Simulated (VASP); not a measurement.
Here is a VASP 6.6.1 calculation.

The input INCAR:

```
PREC     = Accurate       # precision mode
ENCUT    = 600            # plane-wave cutoff, eV
EDIFF    = 1E-6           # SCF threshold, eV
ISMEAR   = -1             # smearing method
SIGMA    = 0.02           # smearing width, eV
LREAL    = False          # projectors in reciprocal space
LASPH    = True           # aspherical terms in the spheres
NELM     = 120            # most SCF steps
ALGO     = Normal         # electronic algorithm
ISIF     = 2              # what is computed and relaxed
LWAVE    = False          # write WAVECAR
LCHARG   = False          # write CHGCAR
GGA      = PE             # functional
NBANDS   = 106            # bands
GGA_COMPAT= False
```

KPOINTS

```
regular mesh
0
Gamma
  5 3 5
```

Contents of POSCAR:

```
HfO2
1.0
    5.0258405875      0.0000000000      0.0000000000
    0.0000000000      9.9499684441      0.0000000000
    0.0000000000      0.0000000000      5.1925143791
Hf O
8 16
Direct
    0.7444807031      0.8847956588      0.9650530761
    0.2444807031      0.6152043412      0.0349469239
    0.2555192969      0.3847956588      0.5349469239
    0.7555192969      0.1152043412      0.4650530761
    0.2555192969      0.1152043412      0.0349469239
    0.7555192969      0.3847956588      0.9650530761
    0.7444807031      0.6152043412      0.4650530761
    0.2444807031      0.8847956588      0.5349469239
    0.8657011242      0.7921570875      0.6211100047
    0.3657011242      0.7078429125      0.3788899953
    0.1342988758      0.2921570875      0.8788899953
    0.6342988758      0.2078429125      0.1211100047
    0.1342988758      0.2078429125      0.3788899953
    0.6342988758      0.2921570875      0.6211100047
    0.8657011242      0.7078429125      0.1211100047
    0.3657011242      0.7921570875      0.8788899953
    0.5029134594      0.9756706827      0.2618872446
    0.0029134594      0.5243293173      0.7381127554
    0.4970865406      0.4756706827      0.2381127554
    0.9970865406      0.0243293173      0.7618872446
    0.4970865406      0.0243293173      0.7381127554
    0.9970865406      0.4756706827      0.2618872446
    0.5029134594      0.5243293173      0.7618872446
    0.0029134594      0.9756706827      0.2381127554
```

Potentials or basis: VASP PAW PBE potentials, release 64 (Hf_pv, O).

The run is started by

```bash
$ cat potpaw_PBE.64/Hf_pv/POTCAR potpaw_PBE.64/O/POTCAR > POTCAR
$ mpirun -np 1 vasp_std > vasp.out
```

Estimate the largest force.

0.052 eV/Å.

Predict the pressure.

6.9 GPa.

Forces in eV/Å, atoms in the order of the input:
```
Hf  -0.026 -0.009 -0.037
Hf  -0.026  0.009  0.037
Hf   0.026 -0.009  0.037
Hf   0.026  0.009 -0.037
Hf   0.026  0.009  0.037
Hf   0.026 -0.009 -0.037
Hf  -0.026  0.009 -0.037
Hf  -0.026 -0.009  0.037
O    0.028 -0.011  0.042
O    0.028  0.011 -0.042
O   -0.028 -0.011 -0.042
O   -0.028  0.011  0.042
O   -0.028  0.011 -0.042
O   -0.028 -0.011  0.042
O    0.028  0.011  0.042
O    0.028 -0.011 -0.042
O    0.001  0.037 -0.003
O    0.001 -0.037  0.003
O   -0.001  0.037  0.003
O   -0.001 -0.037 -0.003
O   -0.001 -0.037  0.003
O   -0.001  0.037 -0.003
O    0.001 -0.037 -0.003
O    0.001  0.037  0.003
```

Caveat: the cell stands under pressure.
